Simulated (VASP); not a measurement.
A run of VASP 6.6.1 is set up as follows.

Contents of INCAR:

```
SYSTEM = Si
ALGO = Normal
EDIFF = 1E-7
ENCUT = 520
GGA = PS
ISIF = 2
ISMEAR = -1
LASPH = .True.
LCHARG = .False.
LREAL = Auto
LUSENCCL = .False.
LWAVE = .False.
NBANDS = 326
NELM = 60
PREC = Accurate
SIGMA = 0.05
```

File KPOINTS:

```
k-points
0
Gamma
  1 1 1
  0 0 0
```

File POSCAR:

```
Si
1.0
    0.0000000000     10.8655790000     10.8655790000
   10.8655790000      0.0000000000     10.8655790000
   10.8655790000     10.8655790000      0.0000000000
Si
128
Direct
    0.0000000000      0.0000000000      0.0000000000
    0.5000000000      0.0000000000      0.0000000000
    0.0000000000      0.5000000000      0.0000000000
    0.0000000000      0.0000000000      0.5000000000
    0.2500000000      0.2500000000      0.2500000000
    0.5000000000      0.5000000000      0.0000000000
[... 120 lines left out ...]
    0.0625000000      0.8125000000      0.8125000000
    0.5625000000      0.8125000000      0.8125000000
```

Potentials or basis: VASP PAW PBE potentials, release 64 (Si).

Command:

```console
$ cat potpaw_PBE.64/Si/POTCAR > POTCAR
$ mpirun -np 1 vasp_gam > vasp.out
```

**Question.** What does it give for the pressure?

**Answer.** 0.8 GPa.

**Question.** Estimate the band gap on the k mesh.

**Answer.** 0.57 eV.

Caveat: the k points lie up to 0.50 Å⁻¹ apart; the PAW data sets were made with another functional, which shifts forces and pressure a little. A hybrid or GW would open this gap; PBEsol tends to underestimate it.
